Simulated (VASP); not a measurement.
# LiCl in VASP: notebook, part 2 of 2

VASP 6.6.1.

### 4 Single point, HSE06 (strain +1.9%)

The input, POSCAR:

```
LiCl
1.0
    0.0000000000      2.6048452878      2.6048452878
    2.6048452878      0.0000000000      2.6048452878
    2.6048452878      2.6048452878      0.0000000000
Li Cl
1 1
Direct
    0.0000000000      0.0000000000      0.0000000000
    0.5000000000      0.5000000000      0.5000000000
```

The input, INCAR.step1:

```
SYSTEM = LiCl
PREC = Accurate
ENCUT = 520
EDIFF = 1E-5
ISMEAR = 0
SIGMA = 0.01
LREAL = .FALSE.
LASPH = .TRUE.
NELM = 100
ALGO = Normal
ISIF = 2
LWAVE = .TRUE.
LCHARG = .FALSE.
NBANDS = 12
GGA = PE
```

The input, INCAR.step2:

```
SYSTEM = LiCl
PREC = Accurate
ENCUT = 520
EDIFF = 1E-6
ISMEAR = 0
SIGMA = 0.01
LREAL = .FALSE.
LASPH = .TRUE.
NELM = 100
ALGO = Normal
ISIF = 2
LWAVE = .FALSE.
LCHARG = .FALSE.
GGA = PE
LHFCALC = .TRUE.
HFSCREEN = 0.2079
PRECFOCK = Normal
NBANDS = 12
ISTART = 1
```

The input, KPOINTS:

```
regular mesh
0
G
  6 6 6
  0 0 0
```

Potentials or basis: VASP PAW PBE potentials, release 64 (Li_sv, Cl).

Command:

```bash
cat potpaw_PBE.64/Li_sv/POTCAR potpaw_PBE.64/Cl/POTCAR > POTCAR
cp INCAR.step1 INCAR
mpirun -np 1 vasp_std > vasp.out
cp INCAR.step2 INCAR
mpirun -np 1 vasp_std > vasp.out
```

OUTCAR:

```text
SYSTEM = LiCl
   PREC = Accurate
   ENCUT = 520
   EDIFF = 1E-6
   ISMEAR = 0
   LREAL = .FALSE.
   LASPH = .TRUE.
   NELM = 100
   ISIF = 2
   GGA = PE
   LHFCALC = .TRUE.
   HFSCREEN = 0.2079
   PRECFOCK = Normal
   ISTART = 1

 ion  position               nearest neighbor table
   1  0.000  0.000  0.000-   2 2.60   2 2.60   2 2.60   2 2.60   2 2.60   2 2.60
   2  0.500  0.500  0.500-   1 2.60   1 2.60   1 2.60   1 2.60   1 2.60   1 2.60

  LATTYP: Found a face centered cubic cell.
 ALAT       =     5.2096905756

  Lattice vectors:

 A1 = (   0.0000000000,   2.6048452878,   2.6048452878)
 A2 = (   2.6048452878,   0.0000000000,   2.6048452878)
 A3 = (   2.6048452878,   2.6048452878,   0.0000000000)

Analysis of symmetry for initial positions (statically):
=====================================================================
 Subroutine PRICEL returns:
 Original cell was already a primitive cell.

 Routine SETGRP: Setting up the symmetry group for a
 face centered cubic supercell.

 Subroutine GETGRP returns: Found 48 space group operations
 (whereof 48 operations were pure point group operations)
 out of a pool of 48 trial point group operations.

[... 173 lines left out ...]
      4      -0.7199      2.00000
      5      -0.7199      2.00000
      6       6.7380      0.00000
      7      12.6915      0.00000
      8      12.6915      0.00000
      9      12.6915      0.00000
     10      15.2080      0.00000
     11      15.2080      0.00000
     12      15.2080      0.00000
[... 211 lines left out ...]
 k-point    16 :      -0.3333    0.5000    0.1667
  band No.  band energies     occupation
      1     -47.0778      2.00000
      2     -14.4267      2.00000
      3      -3.2330      2.00000
      4      -2.3547      2.00000
      5      -1.7896      2.00000
      6       9.3438      0.00000
      7      10.0464      0.00000
      8      12.0233      0.00000
      9      12.0336      0.00000
     10      15.5901      0.00000
     11      17.9816      0.00000
     12      19.6396      0.00000

------------------------ aborting loop because EDIFF is reached ----------------------------------------

  FORCE on cell =-STRESS in cart. coord.  units (eV):
  Direction    XX          YY          ZZ          XY          YZ          ZX
  --------------------------------------------------------------------------------------
  -------------------------------------------------------------------------------------
  Total       -0.3778468     -0.3778468     -0.3778468      0.0000000      0.0000000      0.0000000
  in kB      -17.1257861    -17.1257861    -17.1257861      0.0000000      0.0000000      0.0000000
  external PRESSURE =     -17.1257861 kB  Pullay stress =       0.0000000 kB

 VOLUME and BASIS-vectors are now :
 -----------------------------------------------------------------------------
  energy-cutoff  :      520.00
  volume of cell :       35.35
      direct lattice vectors                 reciprocal lattice vectors
     0.000000000  2.604845288  2.604845288    -0.191949980  0.191949980  0.191949980
     2.604845288  0.000000000  2.604845288     0.191949980 -0.191949980  0.191949980
     2.604845288  2.604845288  0.000000000     0.191949980  0.191949980 -0.191949980

 POSITION                                       TOTAL-FORCE (eV/Angst)
 -----------------------------------------------------------------------------------
      0.00000      0.00000      0.00000        -0.000000     -0.000000     -0.000000
      2.60485      2.60485      2.60485         0.000000      0.000000      0.000000
 -----------------------------------------------------------------------------------
    total drift:                                0.000001      0.000002      0.000001

  FREE ENERGIE OF THE ION-ELECTRON SYSTEM (eV)
  ---------------------------------------------------
  free  energy   TOTEN  =        -8.4492536970 eV

  energy  without entropy=       -8.4492536970  energy(sigma->0) =       -8.44925370
```

OUTCAR.step1:

```text
SYSTEM = LiCl
   PREC = Accurate
   ENCUT = 520
   EDIFF = 1E-5
   ISMEAR = 0
   LREAL = .FALSE.
   LASPH = .TRUE.
[... 450 lines left out ...]
      0.00000      0.00000      0.00000         0.000000      0.000000      0.000000
      2.60485      2.60485      2.60485        -0.000000     -0.000000     -0.000000
 -----------------------------------------------------------------------------------
    total drift:                                0.000000      0.000000      0.000000

  FREE ENERGIE OF THE ION-ELECTRON SYSTEM (eV)
  ---------------------------------------------------
  free  energy   TOTEN  =        -7.3820713882 eV

  energy  without entropy=       -7.3820713882  energy(sigma->0) =       -7.38207139
```

It took 4.4 min on 1 thread of Intel Xeon 6975P-C (Granite Rapids), shared host; peak memory 0.26 GiB.

Results:

| Item | Value |
| --- | --- |
| Free energy | -8.4493 eV |
| Band gap on the k mesh | 7.46 eV |

Caveat: the cell differs from its parent crystal (strain +1.9%); the cutoff is under 1.25 times the usual one of these potentials, so pressure, stress and relaxed cells hold a basis-set (Pulay) error; the PAW data sets were made with another functional, which shifts forces and pressure a little.

### 5 Single point, HSE06 (epitaxial xy strain -2.9%)

The input, POSCAR:

```
LiCl
1.0
    0.0000000000      2.4819004753      2.6134800496
    2.4819004753      0.0000000000      2.6134800496
    2.4819004753      2.4819004753      0.0000000000
Li Cl
1 1
Direct
    0.0000000000      0.0000000000      0.0000000000
    0.5000000000      0.5000000000      0.5000000000
```

The input, INCAR.step1:

```
PREC     = Accurate       # precision mode
ENCUT    = 520            # plane-wave cutoff, eV
EDIFF    = 1E-5           # SCF threshold, eV
ISMEAR   = 0              # smearing method
SIGMA    = 0.01           # smearing width, eV
LREAL    = F              # projectors in reciprocal space
LASPH    = T              # aspherical terms in the spheres
NELM     = 100            # most SCF steps
ALGO     = Normal         # electronic algorithm
ISIF     = 2              # what is computed and relaxed
LWAVE    = T              # write WAVECAR
NBANDS   = 12             # bands
GGA      = PE             # functional
```

The input, INCAR.step2:

```
PREC     = Accurate       # precision mode
ENCUT    = 520            # plane-wave cutoff, eV
EDIFF    = 1E-7           # SCF threshold, eV
ISMEAR   = 0              # smearing method
SIGMA    = 0.01           # smearing width, eV
LREAL    = F              # projectors in reciprocal space
LASPH    = T              # aspherical terms in the spheres
NELM     = 100            # most SCF steps
ALGO     = Normal         # electronic algorithm
ISIF     = 2              # what is computed and relaxed
LWAVE    = F              # write WAVECAR
LCHARG   = T              # write CHGCAR
GGA      = PE             # functional
LHFCALC  = T              # exact exchange
HFSCREEN = 0.2079         # screening, 1/A
PRECFOCK = Normal       
LELF     = T              # ELF
LVHAR    = T            
NBANDS   = 12             # bands
ISTART   = 1
```

The input, KPOINTS:

```
regular mesh
0
Gamma
  6 6 6
```

Command:

```bash
cat potpaw_PBE.64/Li_sv/POTCAR potpaw_PBE.64/Cl/POTCAR > POTCAR
cp INCAR.step1 INCAR
mpirun -np 1 vasp_std > vasp.out
cp INCAR.step2 INCAR
mpirun -np 1 vasp_std > vasp.out
```

It took 7 min on 1 thread of Intel Xeon 6975P-C (Granite Rapids), shared host; peak memory 0.27 GiB.

The run converged. Its results:

- Free energy: -8.4467 eV
- Band gap on the k mesh: 7.94 eV

Levels at points of the mesh, in eV from the valence-band top:
```csv
k point,band 3,band 4,band 5,band 6,band 7,band 8
"(0.00, 0.00, 0.00)",-0.13,-0.13,0.00,7.94,13.13,13.61
"(0.50, 0.00, 0.00)",-3.34,-0.47,-0.31,8.08,10.75,11.17
"(0.50, 0.50, 0.00)",-3.43,-1.24,-1.24,9.45,9.65,14.00
"(0.50, 0.00, 0.50)",-3.43,-1.62,-1.23,9.30,9.40,14.76
```

Caveat: the cell differs from its parent crystal (epitaxial xy strain -2.9%); the cutoff is under 1.25 times the usual one of these potentials, so pressure, stress and relaxed cells hold a basis-set (Pulay) error; the PAW data sets were made with another functional, which shifts forces and pressure a little.

### 6 Summary

```tsv
level	cell	k mesh	smearing	grid for exact exchange (PRECFOCK)	share of exact exchange	screening parameter	gap on the mesh (eV)
PBE	a = 3.604, b = 3.604, c = 3.510 Å, angles 60.9, 60.9, 58.3°, 2 atoms	8 × 8 × 8	fermi-dirac 0.02 eV	-	-	-	6.54
r2SCAN	a = 3.604, b = 3.604, c = 3.510 Å, angles 60.9, 60.9, 58.3°, 2 atoms	8 × 8 × 8	gaussian 0.01 eV	-	-	-	7.50
HSE06	a = 3.684 Å, angles 60.0°, 2 atoms	6 × 6 × 6	gaussian 0.01 eV	Normal	0.25	0.2079 1/Å	7.46
HSE06	a = 3.604, b = 3.604, c = 3.510 Å, angles 60.9, 60.9, 58.3°, 2 atoms	6 × 6 × 6	gaussian 0.01 eV	Normal	0.25	0.2079 1/Å	7.94
```

Alike in all rows: task single point; potentials or basis VASP PAW PBE potentials, release 64 (Li_sv, Cl); no spin polarisation; cutoff (eV) 520.

Caveats: the cutoff is under 1.25 times the usual one of these potentials, so pressure, stress and relaxed cells hold a basis-set (Pulay) error; the PAW data sets were made with another functional, which shifts forces and pressure a little (at least some runs).

Absolute energies hang on the potentials; compare differences alone.
